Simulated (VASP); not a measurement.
# Ru2C (Fm-3m) in VASP: single point with PBE

Aim: the single point of Ru2C with PBE.

All numbers are computed with VASP 6.6.1; they aren't measurements. Logs are shortened: lines on timing, memory, paths and dates and some standing lists are left out, and cuts for length are marked.

## (1) The cell of the first run

The structure is cubic, space group Fm-3m (No. 225). The conventional cell has a = 5.199 Å, b = 5.199 Å, c = 5.199 Å, α = 90.00°, β = 90.00°, γ = 90.00°. Ru (site symmetry -43m) has 4 C at 2.25 Å and 6 Ru at 2.60 Å within 3.0 Å. Within 3.0 Å of C (site symmetry m-3m) lie 8 Ru at 2.25 Å.

The cell was generated, and may not be a known phase.

## (2) Single point, PBE

Input file INCAR:

```
ALGO = Normal
EDIFF = 1E-6
ENCUT = 600
GGA = PE
GGA_COMPAT = False
ISIF = 2
ISMEAR = 0
LASPH = True
LCHARG = True
LELF = True
LREAL = False
LVHAR = True
LWAVE = False
NBANDS = 23
NELM = 120
PREC = Accurate
SIGMA = 0.2
```

Input file KPOINTS:

```
k-points
0
Gamma
  6 6 6
```

Input file POSCAR:

```
Ru2C
1.0
    0.0000000000      2.5995057578      2.5995057578
    2.5995057578      0.0000000000      2.5995057578
    2.5995057578      2.5995057578      0.0000000000
Ru C
2 1
Direct
    0.7500000000      0.7500000000      0.7500000000
    0.2500000000      0.2500000000      0.2500000000
    0.0000000000      0.0000000000      0.0000000000
```

Potentials or basis: VASP PAW PBE potentials, release 64 (Ru_pv, C).

Run with:

```console
$ cat potpaw_PBE.64/Ru_pv/POTCAR potpaw_PBE.64/C/POTCAR > POTCAR
$ mpirun -np 1 vasp_std > vasp.out
```

OUTCAR:

```text
EDIFF = 1E-6
   ENCUT = 600
   GGA = PE
   ISIF = 2
   ISMEAR = 0
   LASPH = True
   LREAL = False
   NELM = 120
   PREC = Accurate

 ion  position               nearest neighbor table
   1  0.750  0.750  0.750-   3 2.25   3 2.25   3 2.25   3 2.25   2 2.60   2 2.60   2 2.60   2 2.60
                             2 2.60   2 2.60
   2  0.250  0.250  0.250-   3 2.25   3 2.25   3 2.25   3 2.25   1 2.60   1 2.60   1 2.60   1 2.60
                             1 2.60   1 2.60
   3  0.000  0.000  0.000-   1 2.25   1 2.25   1 2.25   1 2.25   2 2.25   2 2.25   2 2.25   2 2.25

  LATTYP: Found a face centered cubic cell.
 ALAT       =     5.1990115156

  Lattice vectors:

 A1 = (   0.0000000000,   2.5995057578,   2.5995057578)
 A2 = (   2.5995057578,   0.0000000000,   2.5995057578)
 A3 = (   2.5995057578,   2.5995057578,   0.0000000000)

Analysis of symmetry for initial positions (statically):
=====================================================================
 Subroutine PRICEL returns:
 Original cell was already a primitive cell.

 Routine SETGRP: Setting up the symmetry group for a
 face centered cubic supercell.

 Subroutine GETGRP returns: Found 48 space group operations
 (whereof 48 operations were pure point group operations)
 out of a pool of 48 trial point group operations.

The static configuration has the point symmetry O_h .

Analysis of symmetry for dynamics (positions and initial velocities):
=====================================================================
 Subroutine PRICEL returns:
 Original cell was already a primitive cell.

 Routine SETGRP: Setting up the symmetry group for a
 face centered cubic supercell.

 Subroutine GETGRP returns: Found 48 space group operations
 (whereof 48 operations were pure point group operations)
 out of a pool of 48 trial point group operations.

The dynamic configuration has the point symmetry O_h .

 Subroutine INISYM returns: Found 48 space group operations
 (whereof 48 operations are pure point group operations),
 and found     1 'primitive' translations

----------------------------------------------------------------------------------------

                                     Primitive cell

  volume of cell :      35.1320

  direct lattice vectors                    reciprocal lattice vectors
     0.000000000  2.599505758  2.599505758    -0.192344256  0.192344256  0.192344256
     2.599505758  0.000000000  2.599505758     0.192344256 -0.192344256  0.192344256
     2.599505758  2.599505758  0.000000000     0.192344256  0.192344256 -0.192344256

  length of vectors
     3.676256298  3.676256298  3.676256298     0.333150023  0.333150023  0.333150023

  position of ions in fractional coordinates (direct lattice)
     0.750000000  0.750000000  0.750000000
     0.250000000  0.250000000  0.250000000
     0.000000000  0.000000000  0.000000000

  ion indices of the primitive-cell ions
   primitive index   ion index
                 1           1
                 2           2
                 3           3

----------------------------------------------------------------------------------------

 KPOINTS: k-points

Automatic generation of k-mesh.
 Grid dimensions read from file:
 generate k-points for:    6    6    6

 Generating k-lattice:

  Cartesian coordinates                     Fractional coordinates (reciprocal lattice)
    -0.032057376  0.032057376  0.032057376     0.166666667  0.000000000  0.000000000
     0.032057376 -0.032057376  0.032057376     0.000000000  0.166666667  0.000000000
     0.032057376  0.032057376 -0.032057376     0.000000000  0.000000000  0.166666667

  Length of vectors
     0.055525004  0.055525004  0.055525004

  Shift w.r.t. Gamma in fractional coordinates (k-lattice)
     0.000000000  0.000000000  0.000000000

 Subroutine IBZKPT returns following result:
 ===========================================

 Found     16 irreducible k-points:

 Following reciprocal coordinates:
            Coordinates               Weight
  0.000000  0.000000  0.000000      1.000000
  0.166667  0.000000  0.000000      8.000000
  0.333333  0.000000  0.000000      8.000000
  0.500000  0.000000  0.000000      4.000000
  0.166667  0.166667  0.000000      6.000000
  0.333333  0.166667  0.000000     24.000000
[... 8 lines left out ...]
 -0.333333  0.333333  0.166667     24.000000
 -0.333333  0.500000  0.166667     12.000000
   k-points           NKPTS =     16   k-points in BZ     NKDIM =     16   number of bands    NBANDS=     23
   number of dos      NEDOS =    301   number of ions     NIONS =      3
   total plane-waves  NPLWV =  27000
   dimension x,y,z NGX =    30 NGY =   30 NGZ =   30
   dimension x,y,z NGXF=    60 NGYF=   60 NGZF=   60
   ions per type =               2   1
   NGX,Y,Z   is equivalent  to a cutoff of  13.57, 13.57, 13.57 a.u.
   NGXF,Y,Z  is equivalent  to a cutoff of  27.13, 27.13, 27.13 a.u.
 SYSTEM =  unknown system
   PREC   = accura    normal or accurate (medium, high low for compatibility)
   ISTART =      0    job   : 0-new  1-cont  2-samecut
   ICHARG =      2    charge: 1-file 2-atom 10-const
   ISPIN  =      1    spin polarized calculation?
   LNONCOLLINEAR =      F non collinear calculations
   LSORBIT =      F    spin-orbit coupling
   LASPH  =      T    aspherical Exc in radial PAW
   ENCUT  =  600.0 eV  44.10 Ry    6.64 a.u.   7.34  7.34  7.34*2*pi/ulx,y,z
   NELM   =    120;   NELMIN=  2; NELMDL= -5     # of ELM steps
   EDIFF  = 0.1E-05   stopping-criterion for ELM
   LREAL  =      F    real-space projection
   EDIFFG = 0.1E-04   stopping-criterion for IOM
   NSW    =      0    number of steps for IOM
   IBRION =     -1    ionic relax: 0-MD 1-quasi-New 2-CG
   NFREE  =      0    steps in history (QN), initial steepest desc. (CG)
   ISIF   =      2    stress and relaxation
   ISYM   =      2    0-nonsym 1-usesym 2-fastsym
   POTIM  = 0.5000    time-step for ionic-motion
   TEBEG  =    0.0;   TEEND  =   0.0 temperature during run
   PSTRESS=    0.0 pullay stress
   NELECT =      32.0000    total number of electrons
   NUPDOWN=      -1.0000    fix difference up-down
   EMIN   =  10.00;   EMAX   =-10.00  energy-range for DOS
   EFERMI =   0.00;   METHOD = LEGACY
   ISMEAR =     0;   SIGMA  =   0.20  broadening in eV -4-tet -1-fermi 0-gaus
   EFERMI_NEDOS =   21; number of points for ismear=-14 and -15
   IALGO  =     38    algorithm
   IMIX   =      4    mixing-type and parameters
     AMIX     =   0.40;   BMIX     =  1.00
     AMIX_MAG =   1.60;   BMIX_MAG =  1.00
  volume/ion in A,a.u.               =      11.71        79.03
  Fermi-wavevector in a.u.,A,eV,Ry     =   1.586929  2.998860 34.264126  2.518342
  Thomas-Fermi vector in A             =   2.686164
   LORBIT       =      0    0 simple, 1 ext, 2 COOP (PROOUT), +10 PAW based schemes
   GGA     = PE    functional components
   LHFCALC =     F    Hartree Fock is set to
   AEXX    =    0.0000 exact exchange contribution
   IVDW    =     0    specifies the selected vdW correction
   LEPSILON=     F    determine dielectric tensor
   LRPA    =     F    only Hartree local field effects (RPA)
 non-spin polarized calculation
 Gauss-broadening in eV      SIGMA  =   0.20
  energy-cutoff  :      600.00
  volume of cell :       35.13
 maximum number of plane-waves:      1211
 NGX is ok and might be reduce to    30
   NGX = 15   NGY = 15   NGZ = 15

 number of electron      32.0000002 magnetization

 Free energy of the ion-electron system (eV)
  ---------------------------------------------------
  ext. energy  EPLUGINS =         0.00000000
  ---------------------------------------------------
  free energy    TOTEN  =       -25.27317807 eV

  energy without entropy =      -25.21794261  energy(sigma->0) =      -25.24556034

 E-fermi :  11.5418     XC(G=0): -13.4962

 val. band max:       11.5066017601   @ k =  -0.3333   0.3333   0.1667
 cond. band min:      11.5882659536   @ k =   0.5000   0.3333   0.1667
 fundamental gap:      0.0816641935
 Fermi energy:        11.5417653866

 k-point     1 :       0.0000    0.0000    0.0000
  band No.  band energies     occupation
      1     -31.6622      2.00000
      2     -31.6622      2.00000
      3     -31.6622      2.00000
      4     -31.0779      2.00000
      5     -31.0779      2.00000
      6     -31.0779      2.00000
[... 15 lines left out ...]
     22      21.3523      0.00000
     23      21.3523      0.00000

 k-point     2 :       0.1667    0.0000    0.0000
  band No.  band energies     occupation
      1     -31.6336      2.00000
      2     -31.6264      2.00000
      3     -31.6264      2.00000
      4     -31.1293      2.00000
      5     -31.1206      2.00000
      6     -31.1206      2.00000
[... 15 lines left out ...]
     22      20.0205      0.00000
     23      22.4613      0.00000

 k-point     3 :       0.3333    0.0000    0.0000
  band No.  band energies     occupation
      1     -31.5491      2.00000
      2     -31.5264      2.00000
      3     -31.5264      2.00000
      4     -31.2596      2.00000
      5     -31.2345      2.00000
      6     -31.2345      2.00000
[... 15 lines left out ...]
     22      19.1951      0.00000
     23      22.5501      0.00000

 k-point     4 :       0.5000    0.0000    0.0000
  band No.  band energies     occupation
      1     -31.4241      2.00000
      2     -31.4074      2.00000
      3     -31.3881      2.00000
      4     -31.3881      2.00000
      5     -31.3798      2.00000
      6     -31.3798      2.00000
[... 15 lines left out ...]
     22      18.9332      0.00000
     23      22.5499      0.00000

 k-point     5 :       0.1667    0.1667    0.0000
  band No.  band energies     occupation
      1     -31.6880      2.00000
      2     -31.6880      2.00000
      3     -31.4857      2.00000
      4     -31.2842      2.00000
      5     -31.0596      2.00000
      6     -31.0596      2.00000
[... 226 lines left out ...]
 k-point    14 :       0.5000    0.3333    0.1667
  band No.  band energies     occupation
      1     -31.7672      2.00000
      2     -31.6577      2.00000
      3     -31.5570      2.00000
      4     -31.2213      2.00000
      5     -31.1424      2.00000
      6     -31.0056      2.00000
[... 15 lines left out ...]
     22      20.8943      0.00000
     23      21.8161      0.00000

 k-point    15 :      -0.3333    0.3333    0.1667
  band No.  band energies     occupation
      1     -31.7702      2.00000
      2     -31.7575      2.00000
      3     -31.3929      2.00000
      4     -31.3928      2.00000
      5     -31.0290      2.00000
      6     -31.0251      2.00000
[... 15 lines left out ...]
     22      19.9444      0.00000
     23      22.3578      0.00000

 k-point    16 :      -0.3333    0.5000    0.1667
  band No.  band energies     occupation
      1     -31.8494      2.00000
      2     -31.7924      2.00000
      3     -31.5804      2.00000
      4     -31.2004      2.00000
      5     -30.9875      2.00000
      6     -30.9533      2.00000
[... 15 lines left out ...]
     22      21.8508      0.00000
     23      22.0503      0.00000

------------------------ aborting loop because EDIFF is reached ----------------------------------------

  FORCE on cell =-STRESS in cart. coord.  units (eV):
  Direction    XX          YY          ZZ          XY          YZ          ZX
  --------------------------------------------------------------------------------------
  -------------------------------------------------------------------------------------
  Total       -0.0290723     -0.0290723     -0.0290723     -0.0000000     -0.0000000     -0.0000000
  in kB       -1.3258304     -1.3258304     -1.3258304     -0.0000000     -0.0000000     -0.0000000
  external PRESSURE =      -1.3258304 kB  Pullay stress =       0.0000000 kB

 VOLUME and BASIS-vectors are now :
 -----------------------------------------------------------------------------
  energy-cutoff  :      600.00
  volume of cell :       35.13
      direct lattice vectors                 reciprocal lattice vectors
     0.000000000  2.599505758  2.599505758    -0.192344256  0.192344256  0.192344256
     2.599505758  0.000000000  2.599505758     0.192344256 -0.192344256  0.192344256
     2.599505758  2.599505758  0.000000000     0.192344256  0.192344256 -0.192344256

 POSITION                                       TOTAL-FORCE (eV/Angst)
 -----------------------------------------------------------------------------------
      3.89926      3.89926      3.89926         0.000000      0.000000      0.000000
      1.29975      1.29975      1.29975        -0.000000     -0.000000     -0.000000
      0.00000      0.00000      0.00000         0.000000     -0.000000     -0.000000
 -----------------------------------------------------------------------------------
    total drift:                               -0.000000      0.000000      0.000000

  FREE ENERGIE OF THE ION-ELECTRON SYSTEM (eV)
  ---------------------------------------------------
  free  energy   TOTEN  =       -25.2731780698 eV

  energy  without entropy=      -25.2179426101  energy(sigma->0) =      -25.24556034
```

Run time: 40 s. Hardware: 1 thread of Intel Xeon 8259CL, shared host; peak memory 0.17 GiB.

What came out:

| Item | Value |
| --- | --- |
| Free energy | -25.2732 eV |
| Pressure | -0.1 GPa |
| Band gap on the k mesh | zero (bands 16 and 17 overlap by 3.16 eV) |

The gap in the log of VASP goes by the Fermi energy; the results here count the filled bands.